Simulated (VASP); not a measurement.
## ZnAu: single point with r2SCAN

The system is ZnAu.

```
Zn Au
1.0
     3.14700    0.00000    0.00000
     0.00000    3.14700    0.00000
     0.00000    0.00000    3.14700
Zn Au
1 1
Direct
  0.50000 0.50000 0.50000
  0.00000 0.00000 0.00000
```

```
Program                : VASP 6.6.1
Task                   : single point
Functional             : r2SCAN
Potentials or basis    : VASP PAW PBE potentials, release 64 (Zn, Au)
Cutoff                 : 520 eV
k mesh                 : 6 × 6 × 6
Occupations            : gaussian, width 0.1 eV
Spin                   : no spin polarisation
Dipole correction      : no
Further INCAR settings : ALGO = Normal; EDIFF = 1e-06; NBANDS = 18
```

- Pressure: 0.7 GPa
- Band gap on the k mesh: zero (an odd number of electrons rules out a gap without spin polarisation)

Levels at points of the mesh, in eV from the Fermi level:
| k point | band 8 | band 9 | band 10 | band 11 | band 12 | band 13 | band 14 | band 15 |
| --- | --- | --- | --- | --- | --- | --- | --- | --- |
| (0.00, 0.00, 0.00) | -5.90 | -4.15 | -4.15 | -4.15 | 5.14 | 5.14 | 5.14 | 9.32 |
| (0.50, 0.00, 0.00) | -5.74 | -5.36 | -5.36 | -4.31 | -2.71 | 10.67 | 11.40 | 11.40 |
| (0.50, 0.50, 0.00) | -4.52 | -4.52 | -3.56 | -2.18 | -2.18 | 0.67 | 2.61 | 10.92 |
| (0.50, 0.50, 0.50) | -6.92 | -3.50 | -3.50 | 1.65 | 3.61 | 3.72 | 3.72 | 3.72 |

It took 75 s on 1 thread of Intel Xeon 8259CL, with other jobs on the host, peak memory 0.15 GiB.

Caveat: the PAW data sets were made with another functional, which shifts forces and pressure a little; spin-orbit coupling is left out, which moves the levels of the heavy elements.
